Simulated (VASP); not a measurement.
# TiC (Fm-3m) in VASP: further runs

TiC is run at these levels: PBEsol; tasks: electric field gradients.

Everything below comes from runs of VASP 6.6.1. Logs are shortened: lines on timing, memory, paths and dates and some standing lists are left out, and cuts for length are marked.

## (1) The cell of the first run

The structure is cubic, space group Fm-3m (No. 225). The conventional cell has a = 4.270 Å, b = 4.270 Å, c = 4.270 Å, α = 90.00°, β = 90.00°, γ = 90.00°. Ti (site symmetry m-3m) has 6 C at 2.13 Å within 2.8 Å. Within 2.8 Å of C (site symmetry m-3m) lie 6 Ti at 2.13 Å.

## (2) Electric field gradients, PBEsol (9.73 Å³/atom)

Contents of INCAR:

```
SYSTEM = TiC
  ALGO = Normal
  EDIFF = 1E-8
  ENCUT = 520
  GGA = PS
  ISIF = 2
  ISMEAR = -1
  LASPH = .True.
  LCHARG = .False.
  LEFG = .True.
  LREAL = .False.
  LWAVE = .False.
  NBANDS = 15
  NELM = 100
  PREC = Accurate
  SIGMA = 0.03
```

Contents of KPOINTS:

```
k-points
0
Gamma
  16 16 16
  0 0 0
```

Contents of POSCAR:

```
TiC
1.0
    0.0000000000      2.1347531715      2.1347531715
    2.1347531715      0.0000000000      2.1347531715
    2.1347531715      2.1347531715      0.0000000000
Ti C
1 1
Direct
    0.0000000000      0.0000000000      0.0000000000
    0.5000000000      0.5000000000      0.5000000000
```

Potentials or basis: VASP PAW PBE potentials, release 64 (Ti_sv, C).

Command:

```console
$ cat potpaw_PBE.64/Ti_sv/POTCAR potpaw_PBE.64/C/POTCAR > POTCAR
$ mpirun -np 1 vasp_std > vasp.out
```

OUTCAR:

```text
SYSTEM = TiC
   EDIFF = 1E-8
   ENCUT = 520
   GGA = PS
   ISIF = 2
   ISMEAR = -1
   LASPH = .True.
   LREAL = .False.
   NELM = 100
   PREC = Accurate

 ion  position               nearest neighbor table
   1  0.000  0.000  0.000-   2 2.13   2 2.13   2 2.13   2 2.13   2 2.13   2 2.13
   2  0.500  0.500  0.500-   1 2.13   1 2.13   1 2.13   1 2.13   1 2.13   1 2.13

  LATTYP: Found a face centered cubic cell.
 ALAT       =     4.2695063430

  Lattice vectors:

 A1 = (   0.0000000000,   2.1347531715,   2.1347531715)
 A2 = (   2.1347531715,   0.0000000000,   2.1347531715)
 A3 = (   2.1347531715,   2.1347531715,   0.0000000000)

Analysis of symmetry for initial positions (statically):
=====================================================================
 Subroutine PRICEL returns:
 Original cell was already a primitive cell.

 Routine SETGRP: Setting up the symmetry group for a
 face centered cubic supercell.

 Subroutine GETGRP returns: Found 48 space group operations
 (whereof 48 operations were pure point group operations)
 out of a pool of 48 trial point group operations.

The static configuration has the point symmetry O_h .

Analysis of symmetry for dynamics (positions and initial velocities):
=====================================================================
 Subroutine PRICEL returns:
 Original cell was already a primitive cell.

 Routine SETGRP: Setting up the symmetry group for a
 face centered cubic supercell.

 Subroutine GETGRP returns: Found 48 space group operations
 (whereof 48 operations were pure point group operations)
 out of a pool of 48 trial point group operations.

The dynamic configuration has the point symmetry O_h .

 Subroutine INISYM returns: Found 48 space group operations
 (whereof 48 operations are pure point group operations),
 and found     1 'primitive' translations

----------------------------------------------------------------------------------------

                                     Primitive cell

  volume of cell :      19.4569

  direct lattice vectors                    reciprocal lattice vectors
     0.000000000  2.134753171  2.134753171    -0.234219116  0.234219116  0.234219116
     2.134753171  0.000000000  2.134753171     0.234219116 -0.234219116  0.234219116
     2.134753171  2.134753171  0.000000000     0.234219116  0.234219116 -0.234219116

  length of vectors
     3.018996887  3.018996887  3.018996887     0.405679408  0.405679408  0.405679408

  position of ions in fractional coordinates (direct lattice)
     0.000000000  0.000000000  0.000000000
     0.500000000  0.500000000  0.500000000

  ion indices of the primitive-cell ions
   primitive index   ion index
                 1           1
                 2           2

----------------------------------------------------------------------------------------

 KPOINTS: k-points

Automatic generation of k-mesh.
 Grid dimensions read from file:
 generate k-points for:   16   16   16

 Generating k-lattice:

  Cartesian coordinates                     Fractional coordinates (reciprocal lattice)
    -0.014638695  0.014638695  0.014638695     0.062500000  0.000000000  0.000000000
     0.014638695 -0.014638695  0.014638695     0.000000000  0.062500000  0.000000000
     0.014638695  0.014638695 -0.014638695     0.000000000  0.000000000  0.062500000

  Length of vectors
     0.025354963  0.025354963  0.025354963

  Shift w.r.t. Gamma in fractional coordinates (k-lattice)
     0.000000000  0.000000000  0.000000000

 Subroutine IBZKPT returns following result:
 ===========================================

 Found    145 irreducible k-points:

 Following reciprocal coordinates:
            Coordinates               Weight
  0.000000  0.000000  0.000000      1.000000
  0.062500  0.000000  0.000000      8.000000
  0.125000  0.000000  0.000000      8.000000
  0.187500  0.000000  0.000000      8.000000
  0.250000  0.000000  0.000000      8.000000
  0.312500  0.000000  0.000000      8.000000
[... 16 lines left out ...]
 -0.125000  0.062500  0.000000     24.000000
 -0.062500  0.062500  0.000000     12.000000
 [... further k-points ...]
   k-points           NKPTS =    145   k-points in BZ     NKDIM =    145   number of bands    NBANDS=     15
   number of dos      NEDOS =    301   number of ions     NIONS =      2
   total plane-waves  NPLWV =  13824
   dimension x,y,z NGX =    24 NGY =   24 NGZ =   24
   dimension x,y,z NGXF=    48 NGYF=   48 NGZF=   48
   ions per type =               1   1
   NGX,Y,Z   is equivalent  to a cutoff of  13.22, 13.22, 13.22 a.u.
   NGXF,Y,Z  is equivalent  to a cutoff of  26.43, 26.43, 26.43 a.u.
 SYSTEM =  TiC
   PREC   = accura    normal or accurate (medium, high low for compatibility)
   ISTART =      0    job   : 0-new  1-cont  2-samecut
   ICHARG =      2    charge: 1-file 2-atom 10-const
   ISPIN  =      1    spin polarized calculation?
   LNONCOLLINEAR =      F non collinear calculations
   LSORBIT =      F    spin-orbit coupling
   LASPH  =      T    aspherical Exc in radial PAW
   ENCUT  =  520.0 eV  38.22 Ry    6.18 a.u.   5.61  5.61  5.61*2*pi/ulx,y,z
   NELM   =    100;   NELMIN=  2; NELMDL= -5     # of ELM steps
   EDIFF  = 0.1E-07   stopping-criterion for ELM
   LREAL  =      F    real-space projection
   EDIFFG = 0.1E-06   stopping-criterion for IOM
   NSW    =      0    number of steps for IOM
   IBRION =     -1    ionic relax: 0-MD 1-quasi-New 2-CG
   NFREE  =      0    steps in history (QN), initial steepest desc. (CG)
   ISIF   =      2    stress and relaxation
   ISYM   =      2    0-nonsym 1-usesym 2-fastsym
   POTIM  = 0.5000    time-step for ionic-motion
   TEBEG  =    0.0;   TEEND  =   0.0 temperature during run
   PSTRESS=    0.0 pullay stress
   NELECT =      16.0000    total number of electrons
   NUPDOWN=      -1.0000    fix difference up-down
   EMIN   =  10.00;   EMAX   =-10.00  energy-range for DOS
   EFERMI =   0.00;   METHOD = LEGACY
   ISMEAR =    -1;   SIGMA  =   0.03  broadening in eV -4-tet -1-fermi 0-gaus
   EFERMI_NEDOS =   21; number of points for ismear=-14 and -15
   IALGO  =     38    algorithm
   IMIX   =      4    mixing-type and parameters
     AMIX     =   0.40;   BMIX     =  1.00
     AMIX_MAG =   1.60;   BMIX_MAG =  1.00
  volume/ion in A,a.u.               =       9.73        65.65
  Fermi-wavevector in a.u.,A,eV,Ry     =   1.533759  2.898384 32.006577  2.352417
  Thomas-Fermi vector in A             =   2.640782
   LORBIT       =      0    0 simple, 1 ext, 2 COOP (PROOUT), +10 PAW based schemes
   GGA     = PS    functional components
   LHFCALC =     F    Hartree Fock is set to
   AEXX    =    0.0000 exact exchange contribution
   IVDW    =     0    specifies the selected vdW correction
   LEPSILON=     F    determine dielectric tensor
   LRPA    =     F    only Hartree local field effects (RPA)
 non-spin polarized calculation
  energy-cutoff  :      520.00
  volume of cell :       19.46
 maximum number of plane-waves:       544
   NGX = 11   NGY = 11   NGZ = 11

 number of electron      16.0000004 magnetization

 Free energy of the ion-electron system (eV)
  ---------------------------------------------------
  ext. energy  EPLUGINS =         0.00000000
  ---------------------------------------------------
  free energy    TOTEN  =       -19.79661884 eV

  energy without entropy =      -19.79537313  energy(sigma->0) =      -19.79599598

 E-fermi :   9.8014     XC(G=0): -13.0857

 val. band max:        9.7907684540   @ k =   0.1250   0.1250   0.0000
 cond. band min:       9.8018647604   @ k =   0.1250   0.0625   0.0000
 fundamental gap:      0.0110963064
 Fermi energy:         9.8014206968

 k-point     1 :       0.0000    0.0000    0.0000
  band No.  band energies     occupation
      1     -46.3871      2.00000
      2     -22.4890      2.00000
      3     -22.4890      2.00000
      4     -22.4890      2.00000
      5      -2.7517      2.00000
      6      10.4943      0.00000
      7      10.4943      0.00000
      8      10.4943      0.00000
      9      11.5761      0.00000
     10      11.5761      0.00000
     11      11.5761      0.00000
     12      11.6358      0.00000
     13      11.6358      0.00000
     14      20.9407      0.00000
[... 401 lines left out ...]
      2     -22.5453      2.00000
      3     -22.5045      2.00000
      4     -22.4903      2.00000
      5      -2.5035      2.00000
      6       9.5796      1.99877
      7       9.7498      1.69657
      8       9.7876      1.22660
      9      10.6130      0.00000
     10      11.2548      0.00000
     11      12.1867      0.00000
     12      12.8047      0.00000
     13      13.7054      0.00000
     14      21.3355      0.00000
     15      24.0575      0.00000

 [... further k-points ...]

------------------------ aborting loop because EDIFF is reached ----------------------------------------

  FORCE on cell =-STRESS in cart. coord.  units (eV):
  Direction    XX          YY          ZZ          XY          YZ          ZX
  --------------------------------------------------------------------------------------
  -------------------------------------------------------------------------------------
  Total        0.5876667      0.5876667      0.5876667     -0.0000000      0.0000000      0.0000000
  in kB       48.3914520     48.3914520     48.3914520     -0.0000000      0.0000000      0.0000000
  external PRESSURE =      48.3914520 kB  Pullay stress =       0.0000000 kB

 VOLUME and BASIS-vectors are now :
 -----------------------------------------------------------------------------
  energy-cutoff  :      520.00
  volume of cell :       19.46
      direct lattice vectors                 reciprocal lattice vectors
     0.000000000  2.134753171  2.134753171    -0.234219116  0.234219116  0.234219116
     2.134753171  0.000000000  2.134753171     0.234219116 -0.234219116  0.234219116
     2.134753171  2.134753171  0.000000000     0.234219116  0.234219116 -0.234219116

 POSITION                                       TOTAL-FORCE (eV/Angst)
 -----------------------------------------------------------------------------------
      0.00000      0.00000      0.00000         0.000000      0.000000      0.000000
      2.13475      2.13475      2.13475        -0.000000     -0.000000     -0.000000
 -----------------------------------------------------------------------------------
    total drift:                                0.000000     -0.000000     -0.000000

  FREE ENERGIE OF THE ION-ELECTRON SYSTEM (eV)
  ---------------------------------------------------
  free  energy   TOTEN  =       -19.7966188355 eV

  energy  without entropy=      -19.7953731282  energy(sigma->0) =      -19.79599598

 Electric field gradients (V/A^2)
---------------------------------------------------------------------
 ion       V_xx      V_yy      V_zz      V_xy      V_xz      V_yz
---------------------------------------------------------------------
   1       0.000    -0.000    -0.000     0.001     0.001     0.001
   2       0.000     0.000     0.000    -0.000    -0.000    -0.000
---------------------------------------------------------------------

 Electric field gradients after diagonalization (V/A^2)
 (convention: |V_zz| > |V_xx| > |V_yy|)
----------------------------------------------------------------------
 ion       V_xx      V_yy      V_zz     asymmetry (V_yy - V_xx)/ V_zz
----------------------------------------------------------------------
   1      -0.001    -0.001     0.002       0.000
   2       0.000     0.000    -0.000       0.000
----------------------------------------------------------------------

           NMR quadrupolar parameters

 Cq : quadrupolar parameter    Cq=e*Q*V_zz/h
 eta: asymmetry parameters     (V_yy - V_xx)/ V_zz
 Q  : nuclear electric quadrupole moment in mb (millibarn)
----------------------------------------------------------------------
 ion       Cq(MHz)       eta       Q (mb)
----------------------------------------------------------------------
   1       0.000       0.000       1.000
   2      -0.000       0.000       1.000
----------------------------------------------------------------------
```

Run time: 47 s. Hardware: 1 thread of Intel Xeon 8259CL, shared host; peak memory 0.17 GiB.

Results:

```yaml
Free_energy: -19.7966 eV
Pressure: 4.8 GPa
Band_gap_on_the_k_mesh: zero (bands 8 and 9 overlap by 1.09 eV)
Largest_electric_field_gradient_by_atom: under 0.05 V/Å² on every atom
```

Levels at points of the mesh, in eV from the Fermi level:
```tsv
k point	band 4	band 5	band 6	band 7	band 8	band 9	band 10	band 11	band 12	band 13
(0.00, 0.00, 0.00)	-32.29	-12.55	0.69	0.69	0.69	1.77	1.77	1.77	1.83	1.83
(0.50, 0.00, 0.00)	-32.35	-8.82	-6.06	-3.02	-3.02	3.11	3.11	4.38	8.42	8.66
(0.50, 0.50, 0.00)	-32.49	-10.22	-3.45	-1.79	0.03	0.03	2.91	3.76	3.76	6.30
```

Caveat: the cell stands under pressure; the PAW data sets were made with another functional, which shifts forces and pressure a little.

[end of part 1 of 2]
